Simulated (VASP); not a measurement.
Here is a VASP 6.6.1 calculation.

Contents of INCAR:

```
SYSTEM = Zn
PREC = Accurate
ENCUT = 520
EDIFF = 1E-6
ISMEAR = 0
SIGMA = 0.15
LREAL = .FALSE.
LASPH = .TRUE.
NELM = 80
ALGO = Fast
ISIF = 2
LWAVE = .FALSE.
LCHARG = .FALSE.
GGA = PS
NBANDS = 12
```

The input KPOINTS:

```
Automatic mesh
0
G
  20 20 20
  0 0 0
```

POSCAR

```
Zn
1.0
   -1.5147737563      1.5300745013      1.5606759913
    1.5147737563     -1.5300745013      1.5606759913
    1.5147737563      1.5300745013     -1.5606759913
Zn
1
Direct
    0.0000000000      0.0000000000      0.0000000000
```

Potentials or basis: VASP PAW PBE potentials, release 64 (Zn).

Launch:

```bash
$ cat potpaw_PBE.64/Zn/POTCAR > POTCAR
$ mpirun -np 1 vasp_std > vasp.out
```

(1) Estimate the band gap on the k mesh.

(2) What does it give for the pressure?

Results:

(1) zero (bands 6 and 7 overlap by 4.89 eV).

(2) -0.5 GPa.

Caveat: the cell differs from its parent crystal (normal strain along x -0.0100, normal strain along z +0.0200); the PAW data sets were made with another functional, which shifts forces and pressure a little.
